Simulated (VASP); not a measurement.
Write the native input for VASP 6.6.1 that does the following.

- Task: single point
- Functional: LDA
- Potentials or basis: VASP PAW LDA potentials, release 64 (Si, O)
- Cutoff: 520 eV
- k mesh: 6 × 6 × 8
- Occupations: gaussian, width 0.05 eV
- Spin: no spin polarisation
- Dipole correction: no
- Further INCAR settings: ALGO = Normal; EDIFF = 1e-07; NBANDS = 25

The structure of SiO2 lies in POSCAR:

```
SiO2
1.0
    4.2050000000      0.0000000000      0.0000000000
    0.0000000000      4.2050000000      0.0000000000
    0.0000000000      0.0000000000      2.5336000000
Si O
2 4
Direct
    0.5000000000      0.5000000000      0.5000000000
    0.0000000000      0.0000000000      0.0000000000
    0.6944252994      0.6944252994      0.0000000000
    0.1944252994      0.8055747006      0.5000000000
    0.3055747006      0.3055747006      0.0000000000
    0.8055747006      0.1944252994      0.5000000000
```

One way to write it, as run:

INCAR

```
  PREC = Accurate
  ENCUT = 520
  EDIFF = 1E-7
  ISMEAR = 0
  SIGMA = 0.05
  LREAL = False
  LASPH = True
  NELM = 100
  ALGO = Normal
  ISIF = 2
  LWAVE = False
  LCHARG = False
  NBANDS = 25
```

KPOINTS

```
Automatic mesh
0
Gamma
  6 6 8
```

Potentials or basis: VASP PAW LDA potentials, release 64 (Si, O).

Launch:

```console
$ cat potpaw_LDA.64/Si/POTCAR potpaw_LDA.64/O/POTCAR > POTCAR
$ mpirun -np 1 vasp_std > vasp.out
```

It gave:

```yaml
Pressure: 14.1 GPa
Largest_force: 0.059 eV/Å
Band_gap_on_the_k_mesh: 6.44 eV, direct
```

It took 86 s on 1 thread of AMD EPYC 7R13, on a shared host, peak memory 0.13 GiB.
